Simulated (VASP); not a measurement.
# Si: single point with LDA

Si, a slab with vacuum:

```
Si
1.0
     3.81951    0.00000    0.00000
     0.00000    3.81951    0.00000
     0.00000    0.00000   21.06453
Si
5
Direct
  0.00000 0.50000 0.18989
  0.00000 0.00000 0.25400
  0.50000 0.00000 0.32028
  0.50000 0.50000 0.38285
  0.75000 0.75000 0.46355
```

- Program: VASP 6.6.1
- Task: single point
- Functional: LDA
- Potentials or basis: VASP PAW LDA potentials, release 64 (Si)
- Cutoff: 520 eV
- k mesh: 7 × 7 × 1
- Occupations: gaussian, width 0.05 eV
- Spin: collinear spin
- Starting moments: [0.0, 0.0, 0.0, 0.0, 2.0] μB

* Largest force: 1.147 eV/Å
* Band gap on the k mesh: zero (filled and empty bands overlap)
* Net moment: 0.00 μB per cell
* Valence electrons inside the program's atomic spheres: Si 1.60, 1.69, 1.68, 1.70, 1.57

Forces in eV/Å, atoms in the order of the input:
```
Si   0.101 -0.050  0.128
Si  -0.137  0.060  0.110
Si  -0.014  0.130 -0.363
Si  -0.831 -0.663 -0.391
Si   0.880  0.524  0.516
```

Levels at points of the mesh, in eV from the Fermi level:
Spin up:
```
           k point  band 6  band 7  band 8  band 9  band 10  band 11  band 12  band 13  band 14  band 15
(0.00, 0.00, 0.00)   -1.93   -1.73   -0.84   -0.01     0.50     0.75     1.22     1.98     2.22     2.79
```
Spin down:
```csv
k point,band 7,band 8,band 9,band 10,band 11,band 12,band 13,band 14
"(0.00, 0.00, 0.00)",-1.73,-0.84,-0.01,0.50,0.75,1.22,1.98,2.22
```

It took 13 min on 1 thread of Intel(R) Xeon(R) Platinum 8259CL CPU @ 2.50GHz (Skylake/Cascade Lake), on a shared host, peak memory 0.42 GiB.
